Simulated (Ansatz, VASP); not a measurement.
**PbSe: VASP beside Ansatz**

INCAR

```
SYSTEM = PbSe
PREC = Accurate
ENCUT = 520
EDIFF = 1E-7
ISMEAR = 0
SIGMA = 0.05
LREAL = .False.
LASPH = .True.
NELM = 60
ALGO = Normal
ISIF = 2
LWAVE = .False.
LCHARG = .False.
GGA = PE
NBANDS = 28
```

The input KPOINTS:

```
regular mesh
0
Gamma
  4 4 1
  0 0 0
```

Contents of POSCAR:

```
PbSe
1.0
    4.4090481499      0.0050402805     -0.0082826192
   -0.0052571138      4.4052091211      0.0019640753
   -2.2244097933     -2.1998384102     12.0462632283
Pb Se
2 2
Direct
    0.1822088175      0.2002484073      0.3861527877
    0.8013593723      0.8135947986      0.6148422371
    0.6783450598      0.6981839882      0.3801265377
    0.3019787504      0.3181278059      0.6208564374
```

Input for Ansatz:

```yaml
crystal:
  lattice:
    - [4.4090481499, 0.0050402805, -0.0082826192]
    - [-0.0052571138, 4.4052091211, 0.0019640753]
    - [-2.2244097933, -2.1998384102, 12.0462632283]
  atoms:
    - { symbol: Pb, position: [0.1822088175, 0.2002484073, 0.3861527877] }
    - { symbol: Pb, position: [0.8013593723, 0.8135947986, 0.6148422371] }
    - { symbol: Se, position: [0.6783450598, 0.6981839882, 0.3801265377] }
    - { symbol: Se, position: [0.3019787504, 0.3181278059, 0.6208564374] }
basis:
  ecutwfc: 420
  ecutrho_ratio: 4
kpoints:
  mp_grid: { grid: [4, 4, 1] }
hamiltonian:
  xc: pbe
scf:
  occupations: { method: gaussian, width: 0.05 }
output:
  forces: true
  stress: true
  eigenvalues: true
  populations: true
  write_density: true
  write_potential: true
  elf: true
  volumetric_format: npy
```

Alike in both runs: task single point; functional PBE; k mesh 4 × 4 × 1; occupations gaussian, width 0.05 eV; no spin polarisation.

```csv
,VASP,Ansatz
version,VASP 6.6.1,Ansatz 0.2.0
potentials or method,"VASP PAW PBE potentials, release 64 (Pb_d, Se), cutoff 520 eV","scalar-relativistic, plane waves, PAW"
valence electrons in the cell,40,60
```

```csv
,VASP,Ansatz,Ansatz less VASP
gap on the k mesh at the Fermi level (eV),1.66,1.66,-0.001
least direct gap on the mesh (eV),1.67,1.66,-0.001
rms of the force components (eV/Å),0.024,0.028,+0.0042
```

Atom by atom the forces differ by 0.004 eV/Å (rms over components). VASP's potentials hold 40 valence electrons a cell and Ansatz's 60, so a difference there can come from the potentials and not from the codes. Ansatz's warnings: xc potential rough in thin density.

Neither program's run includes spin-orbit coupling.
